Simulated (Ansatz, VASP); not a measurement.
# KAs4H3O12 in VASP and in Ansatz

```
K H As O
1.0
     5.24872    0.00000    0.00000
     0.69217    7.15144    0.00000
     1.45767    3.37341    6.87540
K H As O
1 3 4 12
Cartesian
  0.7021 7.1189 0.0055
  3.5355 5.6757 1.9499
  3.8654 4.8501 4.9448
  6.8689 6.8487 6.7516
  3.3530 7.7398 2.9515
  4.0365 2.8097 3.9119
  5.8716 7.1971 4.6767
  1.4858 3.3700 2.1352
  1.8269 6.7862 3.4825
  5.5924 3.7132 3.4340
  4.3590 6.5390 4.1420
  3.0271 3.9720 2.7187
  3.5865 6.5995 1.5863
  3.8011 3.9247 5.2979
  6.2197 6.3000 6.1005
  1.0435 4.1894 0.7431
  3.1986 8.9881 4.3036
  4.2302 1.5138 2.5957
  5.7497 8.8651 5.1281
  1.6535 1.6622 1.7708
```

Alike in both runs: task electric field gradients; functional r2SCAN; k mesh 5 × 4 × 4; occupations fermi-dirac, width 0.02 eV; no spin polarisation.

|  | VASP | Ansatz |
| --- | --- | --- |
| version | VASP 6.6.1 | Ansatz 0.2.0 |
| potentials or method | VASP PAW PBE potentials, release 64 (K_sv, H, As, O) | plane-wave PAW, scalar-relativistic |
| plane-wave cutoff (eV) | 520 | 500 |
| valence electrons in the cell | 104 | 144 |

Ansatz gave:

| Item | Value |
| --- | --- |
| gap on the k mesh at the Fermi level (eV) | 3.36 |
| pressure (GPa) | -6.9 |
| traceless stress, the component that is largest in VASP (GPa) | -0.88 |
| rms of the force components (eV/Å) | 0.408 |
| size of Vzz on the site where it differs most (V/Å²) | 92.0 |

Q: What did VASP give for the same quantities?

A: gap on the k mesh at the Fermi level (eV): 3.32; pressure (GPa): -6.2; traceless stress, the component that is largest in VASP (GPa): -0.76; rms of the force components (eV/Å): 0.330; size of Vzz on the site where it differs most (V/Å²): 90.1.

VASP's potentials were made for PBE, not for r2SCAN. Atom by atom the forces differ by 0.094 eV/Å (rms over components). VASP's potentials hold 104 valence electrons a cell and Ansatz's 144, so a difference there can come from the potentials and not from the codes.
